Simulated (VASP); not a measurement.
# AlCo (Pm-3m) in VASP: further runs, part 2 of 2

VASP 6.6.1. The steps go on from the part before.

**4. Single point, PBE, collinear spin, ferromagnetic start**

INCAR reads:

```
  PREC = Accurate
  ENCUT = 520
  EDIFF = 1E-6
  ISMEAR = 1
  SIGMA = 0.1
  LREAL = False
  LASPH = True
  NELM = 150
  ALGO = Normal
  ISIF = 2
  LWAVE = False
  LCHARG = False
  ISPIN = 2
  MAGMOM = 0 3.2
  LORBIT = 11
  LMAXMIX = 4
  GGA = PE
  NBANDS = 17
```

KPOINTS reads:

```
Automatic mesh
0
Gamma
  11 11 11
```

POSCAR reads:

```
AlCo
1.0
    2.8194030000      0.0000000000      0.0000000000
    0.0000000000      2.8194030000      0.0000000000
    0.0000000000      0.0000000000      2.8194030000
Al Co
1 1
Direct
    0.0000000000      0.0000000000      0.0000000000
    0.5000000000      0.5000000000      0.5000000000
```

Potentials or basis: VASP PAW PBE potentials, release 64 (Al, Co).

Command:

```console
$ cat potpaw_PBE.64/Al/POTCAR potpaw_PBE.64/Co/POTCAR > POTCAR
$ mpirun -np 1 vasp_std > vasp.out
```

OUTCAR:

```text
PREC = Accurate
   ENCUT = 520
   EDIFF = 1E-6
   ISMEAR = 1
   LREAL = False
   LASPH = True
   NELM = 150
   ISIF = 2
   ISPIN = 2
   LORBIT = 11
   GGA = PE

 ion  position               nearest neighbor table
   1  0.000  0.000  0.000-   2 2.44   2 2.44   2 2.44   2 2.44   2 2.44   2 2.44   2 2.44   2 2.44

   2  0.500  0.500  0.500-   1 2.44   1 2.44   1 2.44   1 2.44   1 2.44   1 2.44   1 2.44   1 2.44

  LATTYP: Found a simple cubic cell.
 ALAT       =     2.8194030000

  Lattice vectors:

 A1 = (   2.8194030000,   0.0000000000,   0.0000000000)
 A2 = (   0.0000000000,   2.8194030000,   0.0000000000)
 A3 = (   0.0000000000,   0.0000000000,   2.8194030000)

Analysis of symmetry for initial positions (statically):
=====================================================================
 Subroutine PRICEL returns:
 Original cell was already a primitive cell.

 Routine SETGRP: Setting up the symmetry group for a
 simple cubic supercell.

 Subroutine GETGRP returns: Found 48 space group operations
 (whereof 48 operations were pure point group operations)
 out of a pool of 48 trial point group operations.

The static configuration has the point symmetry O_h .

Analysis of symmetry for dynamics (positions and initial velocities):
=====================================================================
 Subroutine PRICEL returns:
 Original cell was already a primitive cell.

 Routine SETGRP: Setting up the symmetry group for a
 simple cubic supercell.

 Subroutine GETGRP returns: Found 48 space group operations
 (whereof 48 operations were pure point group operations)
 out of a pool of 48 trial point group operations.

The dynamic configuration has the point symmetry O_h .

Analysis of structural, dynamic, and magnetic symmetry:
=====================================================================
 Subroutine PRICEL returns:
 Original cell was already a primitive cell.

 Routine SETGRP: Setting up the symmetry group for a
 simple cubic supercell.

 Subroutine GETGRP returns: Found 48 space group operations
 (whereof 48 operations were pure point group operations)
 out of a pool of 48 trial point group operations.

The overall configuration has the point symmetry O_h .

 Subroutine INISYM returns: Found 48 space group operations
 (whereof 48 operations are pure point group operations),
 and found     1 'primitive' translations

----------------------------------------------------------------------------------------

                                     Primitive cell

  volume of cell :      22.4115

  direct lattice vectors                    reciprocal lattice vectors
     2.819403000  0.000000000  0.000000000     0.354685017  0.000000000  0.000000000
     0.000000000  2.819403000  0.000000000     0.000000000  0.354685017  0.000000000
     0.000000000  0.000000000  2.819403000     0.000000000  0.000000000  0.354685017

  length of vectors
     2.819403000  2.819403000  2.819403000     0.354685017  0.354685017  0.354685017

  position of ions in fractional coordinates (direct lattice)
     0.000000000  0.000000000  0.000000000
     0.500000000  0.500000000  0.500000000

  ion indices of the primitive-cell ions
   primitive index   ion index
                 1           1
                 2           2

[... 70 lines left out ...]
   NELM   =    150;   NELMIN=  2; NELMDL= -5     # of ELM steps
   EDIFF  = 0.1E-05   stopping-criterion for ELM
   LREAL  =      F    real-space projection
   EDIFFG = 0.1E-04   stopping-criterion for IOM
   NSW    =      0    number of steps for IOM
   IBRION =     -1    ionic relax: 0-MD 1-quasi-New 2-CG
   NFREE  =      0    steps in history (QN), initial steepest desc. (CG)
   ISIF   =      2    stress and relaxation
   ISYM   =      2    0-nonsym 1-usesym 2-fastsym
   POTIM  = 0.5000    time-step for ionic-motion
   TEBEG  =    0.0;   TEEND  =   0.0 temperature during run
   PSTRESS=    0.0 pullay stress
   NELECT =      12.0000    total number of electrons
   NUPDOWN=      -1.0000    fix difference up-down
   EMIN   =  10.00;   EMAX   =-10.00  energy-range for DOS
   EFERMI =   0.00;   METHOD = LEGACY
   ISMEAR =     1;   SIGMA  =   0.10  broadening in eV -4-tet -1-fermi 0-gaus
   EFERMI_NEDOS =   21; number of points for ismear=-14 and -15
   IALGO  =     38    algorithm
   IMIX   =      4    mixing-type and parameters
     AMIX     =   0.40;   BMIX     =  1.00
     AMIX_MAG =   1.60;   BMIX_MAG =  1.00
  volume/ion in A,a.u.               =      11.21        75.62
  Fermi-wavevector in a.u.,A,eV,Ry     =   1.329367  2.512139 24.044427  1.767215
  Thomas-Fermi vector in A             =   2.458534
   LORBIT       =     11    0 simple, 1 ext, 2 COOP (PROOUT), +10 PAW based schemes
   GGA     = PE    functional components
   LHFCALC =     F    Hartree Fock is set to
   AEXX    =    0.0000 exact exchange contribution
   IVDW    =     0    specifies the selected vdW correction
   LEPSILON=     F    determine dielectric tensor
   LRPA    =     F    only Hartree local field effects (RPA)
 spin polarized calculation
 Methfessel and Paxton  Order N= 1 SIGMA  =   0.10
  energy-cutoff  :      520.00
  volume of cell :       22.41
 maximum number of plane-waves:       621
 NGX is ok and might be reduce to    24
   NGX = 11   NGY = 11   NGZ = 11

 number of electron      11.9999996 magnetization      -0.0000375

 number of electron      11.9999996 magnetization       0.0003349

 Free energy of the ion-electron system (eV)
  ---------------------------------------------------
  ext. energy  EPLUGINS =         0.00000000
  ---------------------------------------------------
  free energy    TOTEN  =       -11.97043201 eV

  energy without entropy =      -11.96962206  energy(sigma->0) =      -11.97016203

 E-fermi :  11.0438     XC(G=0): -12.4238

 val. band max:       11.0351775529   @ k =   0.4545   0.3636   0.0000
 cond. band min:      11.0708865047   @ k =   0.4545   0.3636   0.3636
 fundamental gap:      0.0357089518
 Fermi energy:        11.0438067113

 spin component 1

 k-point     1 :       0.0000    0.0000    0.0000
  band No.  band energies     occupation
      1      -0.2806      1.00000
      2       7.9033      1.00000
      3       7.9033      1.00000
      4      10.1285      1.00000
      5      10.1285      1.00000
      6      10.1285      1.00000
[... 459 lines left out ...]
      6      10.0343      1.00000
[... 9 lines left out ...]
     16      31.7858      0.00000
     17      33.4338      0.00000

 [... further k-points ...]

 spin component 2

 k-point     1 :       0.0000    0.0000    0.0000
  band No.  band energies     occupation
      1      -0.2805      1.00000
      2       7.9040      1.00000
      3       7.9040      1.00000
      4      10.1282      1.00000
      5      10.1282      1.00000
      6      10.1282      1.00000
[... 459 lines left out ...]
      6      10.0341      1.00000
[... 9 lines left out ...]
     16      31.7860      0.00000
     17      33.4339      0.00000

 [... further k-points ...]

------------------------ aborting loop because EDIFF is reached ----------------------------------------

  FORCE on cell =-STRESS in cart. coord.  units (eV):
  Direction    XX          YY          ZZ          XY          YZ          ZX
  --------------------------------------------------------------------------------------
  -------------------------------------------------------------------------------------
  Total        0.9182374      0.9182374      0.9182374     -0.0000000      0.0000000      0.0000000
  in kB       65.6438565     65.6438565     65.6438565     -0.0000000      0.0000000      0.0000000
  external PRESSURE =      65.6438565 kB  Pullay stress =       0.0000000 kB

 VOLUME and BASIS-vectors are now :
 -----------------------------------------------------------------------------
  energy-cutoff  :      520.00
  volume of cell :       22.41
      direct lattice vectors                 reciprocal lattice vectors
     2.819403000  0.000000000  0.000000000     0.354685017  0.000000000  0.000000000
     0.000000000  2.819403000  0.000000000     0.000000000  0.354685017  0.000000000
     0.000000000  0.000000000  2.819403000     0.000000000  0.000000000  0.354685017

 POSITION                                       TOTAL-FORCE (eV/Angst)
 -----------------------------------------------------------------------------------
      0.00000      0.00000      0.00000         0.000000      0.000000      0.000000
      1.40970      1.40970      1.40970         0.000000      0.000000      0.000000
 -----------------------------------------------------------------------------------
    total drift:                                0.000000     -0.000000     -0.000000

  FREE ENERGIE OF THE ION-ELECTRON SYSTEM (eV)
  ---------------------------------------------------
  free  energy   TOTEN  =       -11.9704320132 eV

  energy  without entropy=      -11.9696220643  energy(sigma->0) =      -11.97016203

 total charge

# of ion       s       p       d       tot
------------------------------------------
    1        0.399   0.443   0.000   0.842
    2        0.446   0.536   7.530   8.512
--------------------------------------------------
tot          0.845   0.979   7.530   9.354

 magnetization (x)

# of ion       s       p       d       tot
------------------------------------------
    1       -0.000   0.000   0.000  -0.000
    2        0.000   0.000   0.000   0.000
--------------------------------------------------
tot          0.000   0.000   0.000   0.000
```

OSZICAR:

```text
N       E                     dE             d eps       ncg     rms          rms(c)
DAV:   1     0.386273251254E+02    0.38627E+02   -0.47833E+03  3920   0.726E+02
DAV:   2    -0.107358726990E+02   -0.49363E+02   -0.44014E+02  4299   0.151E+02
DAV:   3    -0.127275456455E+02   -0.19917E+01   -0.19609E+01  4642   0.323E+01
DAV:   4    -0.127558444740E+02   -0.28299E-01   -0.28277E-01  4637   0.344E+00
DAV:   5    -0.127566421931E+02   -0.79772E-03   -0.79768E-03  4697   0.618E-01    0.150E+01
DAV:   6    -0.155842197499E+02   -0.28276E+01   -0.39279E+01  4239   0.721E+01    0.167E+01
DAV:   7    -0.119477994241E+02    0.36364E+01   -0.23071E+01  4376   0.462E+01    0.316E+00
DAV:   8    -0.119760467485E+02   -0.28247E-01   -0.22848E-01  4709   0.331E+00    0.155E+00
DAV:   9    -0.119717260668E+02    0.43207E-02   -0.62102E-02  5296   0.165E+00    0.105E+00
DAV:  10    -0.119702741672E+02    0.14519E-02   -0.82181E-03  5379   0.613E-01    0.239E-01
DAV:  11    -0.119704228092E+02   -0.14864E-03   -0.26849E-04  4751   0.137E-01    0.112E-01
DAV:  12    -0.119704299735E+02   -0.71643E-05   -0.96282E-05  4646   0.750E-02    0.494E-02
DAV:  13    -0.119704315927E+02   -0.16192E-05   -0.19374E-05  5080   0.281E-02    0.154E-02
DAV:  14    -0.119704320132E+02   -0.42047E-06   -0.26670E-06  2976   0.127E-02
   1 F= -.11970432E+02 E0= -.11970162E+02  d E =-.809949E-03  mag=     0.0003
```

Run time: 38 s. Hardware: 1 thread of Intel Xeon 8259CL, shared host; peak memory 0.17 GiB.

What came out:

```yaml
Free_energy: -11.9704 eV
Pressure: 6.6 GPa
Band_gap_on_the_k_mesh: zero (filled and empty bands overlap)
Net_moment: 0.00 μB per cell
Valence_electrons_inside_the_program's_atomic_spheres: Al 0.84; Co 8.51
```

Levels at points of the mesh, in eV from the Fermi level:
Spin up:
```csv
k point,band 2,band 3,band 4,band 5,band 6,band 7,band 8,band 9,band 10,band 11
"(0.00, 0.00, 0.00)",-3.14,-3.14,-0.92,-0.92,-0.92,6.10,6.10,6.10,8.84,8.84
```
Spin down:
| k point | band 3 | band 4 | band 5 | band 6 | band 7 | band 8 | band 9 | band 10 |
| --- | --- | --- | --- | --- | --- | --- | --- | --- |
| (0.00, 0.00, 0.00) | -3.14 | -0.92 | -0.92 | -0.92 | 6.10 | 6.10 | 6.10 | 8.84 |

Caveat: the starting moments collapsed, and a magnetic state may lie lower.
